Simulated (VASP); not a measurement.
# NaF (Villiaumite) (Fm-3m) in VASP: a series of runs, part 2 of 2

VASP 6.6.1. The steps go on from the part before.

**3. Single point, PBE**

Input file INCAR:

```
SYSTEM = NaF
ALGO     = Normal         ! electronic algorithm
EDIFF    = 1E-6           ! SCF threshold, eV
ENCUT    = 520            ! plane-wave cutoff, eV
GGA      = PE             ! functional
ISIF     = 2              ! what is computed and relaxed
ISMEAR   = 0              ! smearing method
LASPH    = .True.         ! aspherical terms in the spheres
LCHARG   = .False.        ! write CHGCAR
LREAL    = .False.        ! projectors in reciprocal space
LWAVE    = .False.        ! write WAVECAR
NBANDS   = 14             ! bands
NELM     = 100            ! most SCF steps
PREC     = Accurate       ! precision mode
SIGMA    = 0.01           ! smearing width, eV
```

Input file KPOINTS:

```
k-points
0
Gamma
  6 6 6
  0 0 0
```

Input file POSCAR:

```
NaF
1.0
    0.0000000000      2.2972417820      2.2972417820
    2.2972417820      0.0000000000      2.2972417820
    2.2972417820      2.2972417820      0.0000000000
Na F
1 1
Direct
    0.0000000000      0.0000000000      0.0000000000
    0.5000000000      0.5000000000      0.5000000000
```

Potentials or basis: VASP PAW PBE potentials, release 64 (Na_pv, F).

On the command line:

```
$ cat potpaw_PBE.64/Na_pv/POTCAR potpaw_PBE.64/F/POTCAR > POTCAR
$ mpirun -np 1 vasp_std > vasp.out
```

Wall time 5.3 s (1 thread of Intel Xeon Platinum 8259CL at 2.50GHz (Skylake/Cascade Lake), shared host); peak memory 0.13 GiB.

It converged, with:

```yaml
Free_energy: -8.5496 eV
Pressure: 3.5 GPa
Band_gap_on_the_k_mesh: 6.44 eV, direct
```

Levels at points of the mesh, in eV from the valence-band top:
| k point | band 4 | band 5 | band 6 | band 7 | band 8 | band 9 | band 10 | band 11 |
| --- | --- | --- | --- | --- | --- | --- | --- | --- |
| (0.00, 0.00, 0.00) | -18.87 | 0.00 | 0.00 | 0.00 | 6.44 | 19.16 | 19.16 | 19.16 |
| (0.50, 0.00, 0.00) | -18.11 | -1.64 | -0.27 | -0.27 | 10.94 | 12.69 | 20.39 | 20.39 |
| (0.50, 0.50, 0.00) | -18.93 | -1.31 | -0.42 | -0.42 | 13.37 | 13.39 | 13.86 | 20.11 |

As with any semilocal functional, this PBE gap is likely too small.

**4. Single point, PBE**

Input file INCAR:

```
ALGO     = Normal         # electronic algorithm
EDIFF    = 1E-6           # SCF threshold, eV
ENCUT    = 520            # plane-wave cutoff, eV
GGA      = PE             # functional
ISIF     = 2              # what is computed and relaxed
ISMEAR   = 0              # smearing method
LASPH    = T              # aspherical terms in the spheres
LCHARG   = F              # write CHGCAR
LREAL    = F              # projectors in reciprocal space
LWAVE    = F              # write WAVECAR
NBANDS   = 14             # bands
NELM     = 60             # most SCF steps
PREC     = Accurate       # precision mode
SIGMA    = 0.01           # smearing width, eV
```

Input file KPOINTS:

```
k-points
0
Gamma
  6 6 6
```

POSCAR is that of step 3.

Potentials or basis: VASP PAW PBE potentials, release 64 (Na_pv, F).

On the command line:

```
$ cat potpaw_PBE.64/Na_pv/POTCAR potpaw_PBE.64/F/POTCAR > POTCAR
$ mpirun -np 1 vasp_std > vasp.out
```

OUTCAR:

```text
EDIFF = 1E-6
   ENCUT = 520
   GGA = PE
   ISIF = 2
   ISMEAR = 0
   LASPH = T
   LREAL = F
   NELM = 60
   PREC = Accurate

 ion  position               nearest neighbor table
   1  0.000  0.000  0.000-   2 2.30   2 2.30   2 2.30   2 2.30   2 2.30   2 2.30
   2  0.500  0.500  0.500-   1 2.30   1 2.30   1 2.30   1 2.30   1 2.30   1 2.30

  LATTYP: Found a face centered cubic cell.
 ALAT       =     4.5944835640

  Lattice vectors:

 A1 = (   0.0000000000,   2.2972417820,   2.2972417820)
 A2 = (   2.2972417820,   0.0000000000,   2.2972417820)
 A3 = (   2.2972417820,   2.2972417820,   0.0000000000)

Analysis of symmetry for initial positions (statically):
=====================================================================
 Subroutine PRICEL returns:
 Original cell was already a primitive cell.

 Routine SETGRP: Setting up the symmetry group for a
 face centered cubic supercell.

 Subroutine GETGRP returns: Found 48 space group operations
 (whereof 48 operations were pure point group operations)
 out of a pool of 48 trial point group operations.

The static configuration has the point symmetry O_h .
[... 164 lines left out ...]
      4     -20.8409      2.00000
      5      -1.9701      2.00000
      6      -1.9701      2.00000
      7      -1.9701      2.00000
      8       4.4701      0.00000
      9      17.1905      0.00000
     10      17.1905      0.00000
     11      17.1905      0.00000
     12      20.1056      0.00000
     13      22.3125      0.00000
     14      22.3125      0.00000
[... 241 lines left out ...]
      1     -21.3186      2.00000
      2     -20.9700      2.00000
      3     -20.9223      2.00000
      4     -20.4699      2.00000
      5      -3.0833      2.00000
      6      -2.6382      2.00000
      7      -2.5206      2.00000
      8      11.4114      0.00000
      9      11.4268      0.00000
     10      12.8916      0.00000
     11      16.0628      0.00000
     12      19.8172      0.00000
     13      24.4120      0.00000
     14      24.4793      0.00000

------------------------ aborting loop because EDIFF is reached ----------------------------------------

  FORCE on cell =-STRESS in cart. coord.  units (eV):
  Direction    XX          YY          ZZ          XY          YZ          ZX
  --------------------------------------------------------------------------------------
  -------------------------------------------------------------------------------------
  Total        0.5290569      0.5290569      0.5290569     -0.0000000      0.0000000     -0.0000000
  in kB       34.9593092     34.9593092     34.9593092     -0.0000000      0.0000000     -0.0000000
  external PRESSURE =      34.9593092 kB  Pullay stress =       0.0000000 kB

 VOLUME and BASIS-vectors are now :
 -----------------------------------------------------------------------------
  energy-cutoff  :      520.00
  volume of cell :       24.25
      direct lattice vectors                 reciprocal lattice vectors
     0.000000000  2.297241782  2.297241782    -0.217652318  0.217652318  0.217652318
     2.297241782  0.000000000  2.297241782     0.217652318 -0.217652318  0.217652318
     2.297241782  2.297241782  0.000000000     0.217652318  0.217652318 -0.217652318

 POSITION                                       TOTAL-FORCE (eV/Angst)
 -----------------------------------------------------------------------------------
      0.00000      0.00000      0.00000        -0.000000      0.000000      0.000000
      2.29724      2.29724      2.29724         0.000000     -0.000000     -0.000000
 -----------------------------------------------------------------------------------
    total drift:                                0.000000     -0.000000      0.000000

  FREE ENERGIE OF THE ION-ELECTRON SYSTEM (eV)
  ---------------------------------------------------
  free  energy   TOTEN  =        -8.5496156671 eV

  energy  without entropy=       -8.5496156671  energy(sigma->0) =       -8.54961567
```

It took 4.3 s on 1 thread of Intel Xeon Platinum 8259CL at 2.50GHz (Skylake/Cascade Lake), shared host; peak memory 0.13 GiB.

What came out:

```
Free energy            : -8.5496 eV
Pressure               : 3.5 GPa
Band gap on the k mesh : 6.44 eV, direct
```

Expect the measured gap to be larger: semilocal functionals such as PBE lack the derivative discontinuity.
